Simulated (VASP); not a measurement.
Input of a VASP 6.6.1 run:

File INCAR:

```
PREC = Accurate ; ENCUT = 520
EDIFF = 1E-6 ; ISMEAR = 0
SIGMA = 0.02 ; LREAL = False
LASPH = True ; NELM = 100
ALGO = Normal ; ISIF = 2
LWAVE = False ; LCHARG = False
GGA = CA ; NBANDS = 29
```

Contents of KPOINTS:

```
Automatic mesh
0
Gamma
  6 6 6
```

Contents of POSCAR:

```
CsCdCl3
1.0
    5.1121726469      0.0000000000      0.0000000000
    0.0000000000      5.1121726469      0.0000000000
    0.0000000000      0.0000000000      4.9076857411
Cs Cd Cl
1 1 3
Direct
    0.0000000000      0.0000000000      0.0000000000
    0.5000000000      0.5000000000      0.5000000000
    0.0000000000      0.5000000000      0.5000000000
    0.5000000000      0.0000000000      0.5000000000
    0.5000000000      0.5000000000      0.0000000000
```

Potentials or basis: VASP PAW LDA potentials, release 64 (Cs_sv, Cd, Cl).

Command:

```bash
$ cat potpaw_LDA.64/Cs_sv/POTCAR potpaw_LDA.64/Cd/POTCAR potpaw_LDA.64/Cl/POTCAR > POTCAR
$ mpirun -np 1 vasp_std > vasp.out
```

Estimate the pressure.

2.4 GPa.

What does it give for the band gap on the k mesh?

1.58 eV (least direct gap 2.53 eV).

Stress tensor (GPa, compression positive):
```
1.49 0.00 0.00
0.00 1.49 0.00
0.00 0.00 4.32
```

Caveat: the cell differs from its parent crystal (strain along c alone, the other axes held: -4.0 %); spin-orbit coupling is left out, which moves the levels of the heavy elements. A k mesh can miss the band edges.
